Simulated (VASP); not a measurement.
Runs of VASP 6.6.1 on Al. The structure is that of space group P6_3/mmc (No. 194), or close to it. The cells are those of the table. This isn't the form of Al at room conditions, which is fcc.

```tsv
task	cell	cutoff (eV)	smearing	gap on the mesh (eV)	pressure (GPa)
relaxation of shape and atoms at fixed volume	relaxed from a = 2.835, b = 2.835, c = 4.675 Å, angles 90.0, 90.0, 120.0°, 2 atoms	600	fermi-dirac 0.15 eV	none	-1.4
relaxation of cell and atoms	relaxed from a = 2.803, b = 2.803, c = 4.686 Å, angles 90.0, 90.0, 120.0°, 2 atoms	600	fermi-dirac 0.15 eV	none	0.0
single point	a = 2.596, b = 2.596, c = 4.248 Å, angles 90.0, 90.0, 120.0°, 2 atoms	520	fermi-dirac 0.15 eV	none	(a)
single point	a = 2.803, b = 2.803, c = 4.686 Å, angles 90.0, 90.0, 120.0°, 2 atoms	520	gaussian 0.1 eV	none	0.1
relaxation of shape and atoms at fixed volume	relaxed from a = 2.798, b = 2.798, c = 4.613 Å, angles 90.0, 90.0, 120.0°, 2 atoms	600	fermi-dirac 0.15 eV	none	1.8
```

Alike in all rows: level LDA; potentials or basis VASP PAW LDA potentials, release 64 (Al); no spin polarisation; k mesh 18 × 18 × 10.

Question: Fill in the values left out.

Answer: (a) 35.3.

Caveats: the cell stands under pressure (at least some runs).

A gap of «none» marks levels without a gap at the run's occupations.
